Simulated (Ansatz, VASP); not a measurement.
# NaCl: VASP beside Ansatz

```
CELL_PARAMETERS angstrom
3.50219 0.00000 0.00000
0.00000 3.50219 0.00000
0.00000 0.00000 3.50219
ATOMIC_POSITIONS crystal
Cl 0.50000 0.50000 0.50000
Na 0.00000 0.00000 0.00000
```

Alike in both runs: task relaxation of cell and atoms; functional RPBE; dispersion D3(BJ); k mesh 8 × 8 × 8; occupations fermi-dirac, width 0.05 eV; no spin polarisation.

```csv
,VASP,Ansatz
version,VASP 6.6.1,Ansatz 0.2.0
potentials or method,"VASP PAW PBE potentials, release 64 (Cl, Na_pv)",Ansatz PAW
plane-wave cutoff (eV),600,420
valence electrons in the cell,14,16
```

VASP gave:

| Item | Value |
| --- | --- |
| gap on the k mesh at the Fermi level, each at its own relaxed structure (eV) | 5.51 |
| relaxed volume (Å³/atom) | 16.10 |
| relaxed cell length with the largest relative difference (Å) | 3.181 |

**Question.** Which values does Ansatz return?

**Answer.** gap on the k mesh at the Fermi level, each at its own relaxed structure (eV): 5.51; relaxed volume (Å³/atom): 16.08; relaxed cell length with the largest relative difference (Å): 3.180.

VASP's potentials were made for PBE, not for RPBE. VASP's potentials hold 14 valence electrons a cell and Ansatz's 16, so a difference there can come from the potentials and not from the codes.

Noted on VASP's run: the volume moved by over 15 % at a fixed basis, so the end points are rough. Noted on Ansatz's run: the volume moved by over 15 % at a fixed basis, so the end points are rough; the plane-wave basis is chosen anew once the cell has moved, so the energies of steps on either side of that aren't comparable.
